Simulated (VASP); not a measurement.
## ZnSe: single point with LDA

Crystal: ZnSe.

```
Zn Se
1.0
     2.70942    2.70942    0.00000
    -2.70942    2.70942    0.00000
     0.00000    2.70942    2.70942
Zn Se
1 1
Direct
  0.00000 0.00000 0.00000
  0.75000 0.25000 0.50000
```

```
Program                : VASP 6.6.1
Task                   : single point
Functional             : LDA
Potentials or basis    : VASP PAW LDA potentials, release 64 (Zn, Se)
Cutoff                 : 520 eV
k mesh                 : 8 × 8 × 8
Occupations            : gaussian, width 0.01 eV
Spin                   : no spin polarisation
Dipole correction      : no
Further INCAR settings : ALGO = Normal; EDIFF = 1e-07; NBANDS = 16
```

- Pressure: 7.5 GPa
- Band gap on the k mesh: 1.64 eV, direct

Levels at points of the mesh, in eV from the valence-band top:
```tsv
k point	band 5	band 6	band 7	band 8	band 9	band 10	band 11	band 12	band 13	band 14
(0.00, 0.00, 0.00)	-6.77	-6.77	0.00	0.00	0.00	1.64	5.63	5.63	5.63	10.18
(0.50, 0.00, 0.00)	-6.75	-6.56	-6.22	-1.09	-1.09	2.61	6.24	6.24	8.64	11.49
(0.50, 0.50, 0.00)	-6.71	-6.54	-5.44	-2.73	-2.73	2.48	3.26	11.60	12.04	12.04
```

It took 14 s on 1 thread of Intel Xeon 6975P-C (shared host), peak memory 0.15 GiB.
